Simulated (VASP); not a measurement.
Write the native input for VASP 6.6.1 that does the following.

```
Task                   : single point
Functional             : r2SCAN
Potentials or basis    : VASP PAW PBE potentials, release 64 (Pd, Ge_d)
Cutoff                 : 520 eV
k mesh                 : 7 × 7 × 7
Occupations            : fermi-dirac, width 0.05 eV
Spin                   : no spin polarisation
Dipole correction      : no
Further INCAR settings : ALGO = Normal; EDIFF = 1e-07; NBANDS = 34
```

Ge3Pd:

```
Pd Ge
1.0
     4.14202    0.00000    0.00000
     0.00000    4.14202    0.00000
     0.00000    0.00000    4.14202
Pd Ge
1 3
Direct
  0.00000 0.00000 0.00000
  0.50000 0.50000 0.00000
  0.50000 0.00000 0.50000
  0.00000 0.50000 0.50000
```

One way to write it, as run:

POSCAR

```
Ge3Pd
1.0
    4.1420230000      0.0000000000      0.0000000000
    0.0000000000      4.1420230000      0.0000000000
    0.0000000000      0.0000000000      4.1420230000
Pd Ge
1 3
Direct
    0.0000000000      0.0000000000      0.0000000000
    0.5000000000      0.5000000000      0.0000000000
    0.5000000000      0.0000000000      0.5000000000
    0.0000000000      0.5000000000      0.5000000000
```

INCAR.step1

```
SYSTEM = Ge3Pd
PREC = Accurate
ENCUT = 520
ISMEAR = -1
SIGMA = 0.05
LREAL = .False.
LASPH = .True.
NELM = 100
NBANDS = 34
GGA = PE
ALGO = Normal
EDIFF = 1E-4
LWAVE = .True.
LCHARG = .False.
```

INCAR.step2

```
SYSTEM = Ge3Pd
PREC = Accurate
ENCUT = 520
EDIFF = 1E-7
ISMEAR = -1
SIGMA = 0.05
LREAL = .False.
LASPH = .True.
NELM = 100
ALGO = Normal
ISIF = 2
LWAVE = .False.
LCHARG = .False.
METAGGA = R2SCAN
LMIXTAU = .True.
NBANDS = 34
ISTART = 1
```

KPOINTS

```
regular mesh
0
Gamma
  7 7 7
  0 0 0
```

Potentials or basis: VASP PAW PBE potentials, release 64 (Pd, Ge_d).

Launch:

```bash
$ cat potpaw_PBE.64/Pd/POTCAR potpaw_PBE.64/Ge_d/POTCAR > POTCAR
$ cp INCAR.step1 INCAR
$ mpirun -np 1 vasp_std > vasp.out
$ cp INCAR.step2 INCAR
$ mpirun -np 1 vasp_std > vasp.out
```

Results of the run:

```
Pressure               : -2.9 GPa
Band gap on the k mesh : zero (band 26 reaches 7.63 eV, above the bottom of band 27 at 5.98 eV)
```

Caveat: the PAW data sets were made with another functional, which shifts forces and pressure a little.

Wall time 4.6 min on 1 thread of AMD EPYC 7R13, on a shared host, peak memory 0.17 GiB.
